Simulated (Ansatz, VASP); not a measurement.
**MgO: VASP beside Ansatz**

```
CELL_PARAMETERS angstrom
3.32105 0.00000 0.00000
-1.66053 2.87611 0.00000
0.00000 0.00000 5.00286
ATOMIC_POSITIONS crystal
Mg 0.33333 0.66667 0.00216
Mg 0.66667 0.33333 0.50216
O 0.33333 0.66667 0.40244
O 0.66667 0.33333 0.90244
```

Alike in both runs: task single point; functional r2SCAN; k mesh 9 × 9 × 6; occupations gaussian, width 0.02 eV; no spin polarisation.

|  | VASP | Ansatz |
| --- | --- | --- |
| version | VASP 6.6.1 | Ansatz 0.2.0 |
| potentials or method | VASP PAW PBE potentials, release 64 (Mg, O), cutoff 520 eV | scalar-relativistic, plane waves, PAW |
| valence electrons in the cell | 16 | 32 |

Ansatz gave:

| Item | Value |
| --- | --- |
| gap on the k mesh at the Fermi level (eV) | 4.08 |
| least direct gap on the mesh (eV) | 4.08 |
| pressure (GPa) | -2.0 |
| traceless stress, the component that is largest in VASP (GPa) | 0.36 |
| rms of the force components (eV/Å) | 0.021 |

Problem. Estimate VASP's values.

Solution. gap on the k mesh at the Fermi level (eV): 4.06; least direct gap on the mesh (eV): 4.06; pressure (GPa): -2.6; traceless stress, the component that is largest in VASP (GPa): 0.43; rms of the force components (eV/Å): 0.023.

VASP's potentials were made for PBE, not for r2SCAN. Atom by atom the forces differ by 0.002 eV/Å (rms over components). With one functional, cell and mesh, what is left measures potentials, basis and numerics. VASP's potentials hold 16 valence electrons a cell and Ansatz's 32, so a difference there can come from the potentials and not from the codes.
